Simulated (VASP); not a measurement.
# Cu (Fm-3m) in VASP: single point with PBE

Aim: the single point of Cu with PBE.

All numbers are computed with VASP 6.6.1; they aren't measurements. Logs are shortened: lines on timing, memory, paths and dates and some standing lists are left out, and cuts for length are marked.

### Step 1. The cell of the first run

Symmetry: Fm-3m, No. 225, cubic system. The conventional cell has a = 3.630 Å, b = 3.630 Å, c = 3.630 Å, α = 90.00°, β = 90.00°, γ = 90.00°. Cu (site symmetry m-3m) has 12 Cu at 2.57 Å within 3.4 Å.

### Step 2. Single point, PBE

The input, INCAR:

```
PREC = Accurate
ENCUT = 600
EDIFF = 1E-6
ISMEAR = 0
SIGMA = 0.1
LREAL = False
LASPH = True
NELM = 120
ALGO = Normal
ISIF = 2
LWAVE = False
LCHARG = False
GGA = PE
NBANDS = 102
GGA_COMPAT = False
```

The input, KPOINTS:

```
Automatic mesh
0
Gamma
  6 6 6
```

The input, POSCAR:

```
Cu
1.0
    3.6298028171      3.6298028171     -3.6298028171
   -3.6298028171     -3.6298028171     -3.6298028171
   -3.6298028171      3.6298028171      3.6298028171
Cu
16
Direct
    0.2500000000      0.7500000000      0.0000000000
    0.5000000000      0.5000000000      0.0000000000
    0.7500000000      0.2500000000      0.0000000000
    0.7500000000      0.7500000000      0.5000000000
    0.0000000000      0.7500000000      0.2500000000
    0.2500000000      0.5000000000      0.2500000000
    0.5000000000      0.2500000000      0.2500000000
    0.7500000000      0.0000000000      0.2500000000
    0.0000000000      0.0000000000      0.0000000000
    0.5000000000      0.7500000000      0.7500000000
    0.7500000000      0.5000000000      0.7500000000
    0.0000000000      0.5000000000      0.5000000000
    0.2500000000      0.2500000000      0.5000000000
    0.5000000000      0.0000000000      0.5000000000
    0.0000000000      0.2500000000      0.7500000000
    0.2500000000      0.0000000000      0.7500000000
```

Potentials or basis: VASP PAW PBE potentials, release 64 (Cu).

The run is started by

```sh
cat potpaw_PBE.64/Cu/POTCAR > POTCAR
mpirun -np 1 vasp_std > vasp.out
```

OUTCAR:

```text
PREC = Accurate
   ENCUT = 600
   EDIFF = 1E-6
   ISMEAR = 0
   LREAL = False
   LASPH = True
   NELM = 120
   ISIF = 2
   GGA = PE

 ion  position               nearest neighbor table
   1  0.250  0.750  0.000-   2 2.57   5 2.57   6 2.57   7 2.57   8 2.57   9 2.57  10 2.57  14 2.57
                            16 2.57  12 2.57  15 2.57  11 2.57
   2  0.500  0.500  0.000-   1 2.57   3 2.57   4 2.57   5 2.57   6 2.57   7 2.57   8 2.57  10 2.57
                            11 2.57  13 2.57  16 2.57  15 2.57
   3  0.750  0.250  0.000-   2 2.57   5 2.57   6 2.57   7 2.57   8 2.57   9 2.57  11 2.57  12 2.57
                            15 2.57  14 2.57  10 2.57  16 2.57
   4  0.750  0.750  0.500-   5 2.57   8 2.57   9 2.57  10 2.57  11 2.57  12 2.57  14 2.57  15 2.57
                            16 2.57   2 2.57   7 2.57   6 2.57
   5  0.000  0.750  0.250-   1 2.57   4 2.57   6 2.57   8 2.57   9 2.57  12 2.57  13 2.57  14 2.57
                            16 2.57  11 2.57   3 2.57   2 2.57
   6  0.250  0.500  0.250-   1 2.57   2 2.57   4 2.57   5 2.57   7 2.57  10 2.57  12 2.57  13 2.57
                            14 2.57  15 2.57   9 2.57   3 2.57
   7  0.500  0.250  0.250-   2 2.57   3 2.57   4 2.57   6 2.57   8 2.57  11 2.57  12 2.57  13 2.57
                            14 2.57  16 2.57   1 2.57   9 2.57
   8  0.750  0.000  0.250-   3 2.57   4 2.57   5 2.57   7 2.57   9 2.57  12 2.57  13 2.57  14 2.57
                            15 2.57  10 2.57   2 2.57   1 2.57
   9  0.000  0.000  0.000-   1 2.57   3 2.57   5 2.57   6 2.57   7 2.57   8 2.57  13 2.57  15 2.57
                            16 2.57   4 2.57  11 2.57  10 2.57
  10  0.500  0.750  0.750-   1 2.57   2 2.57   3 2.57   4 2.57   8 2.57   9 2.57  11 2.57  14 2.57
                            16 2.57   6 2.57  13 2.57  12 2.57
  11  0.750  0.500  0.750-   1 2.57   2 2.57   3 2.57   4 2.57   5 2.57   9 2.57  10 2.57  12 2.57
                            15 2.57   7 2.57  14 2.57  13 2.57
  12  0.000  0.500  0.500-   1 2.57   4 2.57   5 2.57   6 2.57  10 2.57  11 2.57  13 2.57  15 2.57
                            16 2.57   3 2.57   8 2.57   7 2.57
  13  0.250  0.250  0.500-   2 2.57   6 2.57   7 2.57  10 2.57  11 2.57  12 2.57  14 2.57  15 2.57
                            16 2.57   9 2.57   5 2.57   8 2.57
  14  0.500  0.000  0.500-   3 2.57   4 2.57   7 2.57   8 2.57  10 2.57  11 2.57  13 2.57  15 2.57
                            16 2.57   1 2.57   6 2.57   5 2.57
  15  0.000  0.250  0.750-   1 2.57   2 2.57   3 2.57   6 2.57   9 2.57  11 2.57  12 2.57  13 2.57
                            16 2.57   8 2.57   4 2.57  14 2.57
  16  0.250  0.000  0.750-   1 2.57   2 2.57   3 2.57   7 2.57   9 2.57  10 2.57  13 2.57  14 2.57
                            15 2.57   5 2.57  12 2.57   4 2.57

  LATTYP: Found a body centered cubic cell.
 ALAT       =     7.2596056342

  Lattice vectors:

 A1 = (   3.6298028171,   3.6298028171,  -3.6298028171)
 A2 = (  -3.6298028171,  -3.6298028171,  -3.6298028171)
 A3 = (  -3.6298028171,   3.6298028171,   3.6298028171)

Analysis of symmetry for initial positions (statically):
=====================================================================
[... 150 lines left out ...]
   IALGO  =     38    algorithm
   IMIX   =      4    mixing-type and parameters
     AMIX     =   0.40;   BMIX     =  1.00
     AMIX_MAG =   1.60;   BMIX_MAG =  1.00
  volume/ion in A,a.u.               =      11.96        80.68
  Fermi-wavevector in a.u.,A,eV,Ry     =   1.592243  3.008903 34.494005  2.535238
  Thomas-Fermi vector in A             =   2.690658
   LORBIT       =      0    0 simple, 1 ext, 2 COOP (PROOUT), +10 PAW based schemes
   GGA     = PE    functional components
   LHFCALC =     F    Hartree Fock is set to
   AEXX    =    0.0000 exact exchange contribution
   IVDW    =     0    specifies the selected vdW correction
   LEPSILON=     F    determine dielectric tensor
   LRPA    =     F    only Hartree local field effects (RPA)
 non-spin polarized calculation
 Gauss-broadening in eV      SIGMA  =   0.10
  energy-cutoff  :      600.00
  volume of cell :      191.30
 maximum number of plane-waves:      6459
   NGX = 25   NGY = 25   NGZ = 25

 number of electron     176.0000157 magnetization

 Free energy of the ion-electron system (eV)
  ---------------------------------------------------
  ext. energy  EPLUGINS =         0.00000000
  ---------------------------------------------------
  free energy    TOTEN  =       -59.68964613 eV

  energy without entropy =      -59.67608164  energy(sigma->0) =      -59.68286388

 E-fermi :   7.3972     XC(G=0): -12.6553

 val. band max:        7.3461848334   @ k =   0.3333   0.0000   0.0000
 cond. band min:       7.4853777070   @ k =   0.1667   0.1667   0.1667
 fundamental gap:      0.1391928736
 Fermi energy:         7.3972417276

 k-point     1 :       0.0000    0.0000    0.0000
  band No.  band energies     occupation
      1      -1.8240      2.00000
      2       2.6244      2.00000
      3       2.6244      2.00000
      4       2.6244      2.00000
      5       2.7966      2.00000
      6       2.7966      2.00000
[... 1637 lines left out ...]
     99      13.5905      0.00000
    100      13.5905      0.00000
 [bands above 100 left out]

------------------------ aborting loop because EDIFF is reached ----------------------------------------

  FORCE on cell =-STRESS in cart. coord.  units (eV):
  Direction    XX          YY          ZZ          XY          YZ          ZX
  --------------------------------------------------------------------------------------
  -------------------------------------------------------------------------------------
  Total        0.6146412      0.6146412      0.6146412      0.0000000     -0.0000000      0.0000000
  in kB        5.1478176      5.1478176      5.1478176      0.0000000     -0.0000000      0.0000000
  external PRESSURE =       5.1478176 kB  Pullay stress =       0.0000000 kB

 VOLUME and BASIS-vectors are now :
 -----------------------------------------------------------------------------
  energy-cutoff  :      600.00
  volume of cell :      191.30
      direct lattice vectors                 reciprocal lattice vectors
     3.629802817  3.629802817 -3.629802817     0.000000000  0.137748529 -0.137748529
    -3.629802817 -3.629802817 -3.629802817    -0.137748529  0.000000000 -0.137748529
    -3.629802817  3.629802817  3.629802817    -0.137748529  0.137748529  0.000000000

 POSITION                                       TOTAL-FORCE (eV/Angst)
 -----------------------------------------------------------------------------------
     -1.81490     -1.81490     -3.62980         0.000000     -0.000000      0.000000
      0.00000      0.00000     -3.62980        -0.000000      0.000000      0.000000
      1.81490      1.81490     -3.62980         0.000000      0.000000      0.000000
     -1.81490      1.81490     -3.62980         0.000000     -0.000000      0.000000
     -3.62980     -1.81490     -1.81490         0.000000     -0.000000      0.000000
     -1.81490      0.00000     -1.81490         0.000000      0.000000      0.000000
[... 8 lines left out ...]
     -3.62980      1.81490      1.81490        -0.000000      0.000000      0.000000
     -1.81490      3.62980      1.81490         0.000000      0.000000     -0.000000
 -----------------------------------------------------------------------------------
    total drift:                                0.000000      0.000000     -0.000000

  FREE ENERGIE OF THE ION-ELECTRON SYSTEM (eV)
  ---------------------------------------------------
  free  energy   TOTEN  =       -59.6896461286 eV

  energy  without entropy=      -59.6760816375  energy(sigma->0) =      -59.68286388
```

OSZICAR:

```text
N       E                     dE             d eps       ncg     rms          rms(c)
DAV:   1     0.197440796852E+04    0.19744E+04   -0.79716E+04  3280   0.345E+03
DAV:   2     0.295925407346E+03   -0.16785E+04   -0.16324E+04  3264   0.683E+02
DAV:   3    -0.493823812139E+02   -0.34531E+03   -0.32486E+03  3264   0.316E+02
DAV:   4    -0.734940272708E+02   -0.24112E+02   -0.22971E+02  3476   0.113E+02
DAV:   5    -0.740122427487E+02   -0.51822E+00   -0.51628E+00  3674   0.191E+01    0.305E+01
DAV:   6    -0.651397721642E+02    0.88725E+01   -0.16596E+02  3532   0.137E+02    0.153E+01
DAV:   7    -0.598219301610E+02    0.53178E+01   -0.29198E+01  3676   0.576E+01    0.176E+00
DAV:   8    -0.597429702798E+02    0.78960E-01   -0.70420E-01  3826   0.581E+00    0.177E+00
DAV:   9    -0.596889883667E+02    0.53982E-01   -0.16987E-01  3524   0.438E+00    0.110E-01
DAV:  10    -0.596896483860E+02   -0.66002E-03   -0.76434E-03  4034   0.450E-01    0.397E-02
DAV:  11    -0.596896323501E+02    0.16036E-04   -0.11709E-04  3970   0.604E-02    0.164E-02
DAV:  12    -0.596896470588E+02   -0.14709E-04   -0.28582E-05  4054   0.458E-02    0.751E-03
DAV:  13    -0.596896461286E+02    0.93017E-06   -0.28593E-06  2538   0.177E-02
   1 F= -.59689646E+02 E0= -.59682864E+02  d E =-.135645E-01
```

stdout:

```text
POSCAR found type information on POSCAR Cu
 POSCAR found :  1 types and      16 ions
 scaLAPACK will be used
 LDA part: xc-table for (Slater+PW92), standard interpolation
 POSCAR, INCAR and KPOINTS ok, starting setup
 FFT: planning ... GRIDC
 FFT: planning ... GRID_SOFT
 FFT: planning ... GRID
 WAVECAR not read
 entering main loop
```

Wall time 11 min (1 thread of Intel Xeon Platinum 8488C (Sapphire Rapids), shared host); peak memory 0.46 GiB.

Results:

```yaml
Free_energy: -59.6896 eV
Pressure: 0.5 GPa
Band_gap_on_the_k_mesh: zero (bands 88 and 89 overlap by 1.52 eV)
```
